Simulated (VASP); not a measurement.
Input of a VASP 6.6.1 run:

Contents of INCAR:

```
PREC = Accurate
ENCUT = 520
EDIFF = 1E-6
ISMEAR = -1
SIGMA = 0.1
LREAL = False
LASPH = True
NELM = 100
ALGO = Normal
ISIF = 2
LWAVE = False
LCHARG = False
GGA = PS
NBANDS = 21
```

Contents of KPOINTS:

```
Automatic mesh
0
Gamma
  15 15 7
```

POSCAR

```
W
1.0
    2.8244030268      0.0000000000      0.0000000000
   -1.4122015134      2.4460047718      0.0000000000
    0.0000000000      0.0000000000      5.0194220530
W
2
Direct
    0.3333333333      0.6666666667      0.2500000000
    0.6666666667      0.3333333333      0.7500000000
```

Potentials or basis: VASP PAW PBE potentials, release 64 (W_sv).

The run is started by

```sh
$ cat potpaw_PBE.64/W_sv/POTCAR > POTCAR
$ mpirun -np 1 vasp_std > vasp.out
```

Estimate the band gap on the k mesh.

zero (bands 14 and 15 overlap by 1.50 eV).

Predict the pressure.

-19.4 GPa.

Stress tensor (GPa, compression positive):
```
-20.49   0.00   0.00
  0.00 -20.49   0.00
  0.00   0.00 -17.18
```

Caveat: the cell stands under tension; the PAW data sets were made with another functional, which shifts forces and pressure a little; spin-orbit coupling is left out, which moves the levels of the heavy elements.
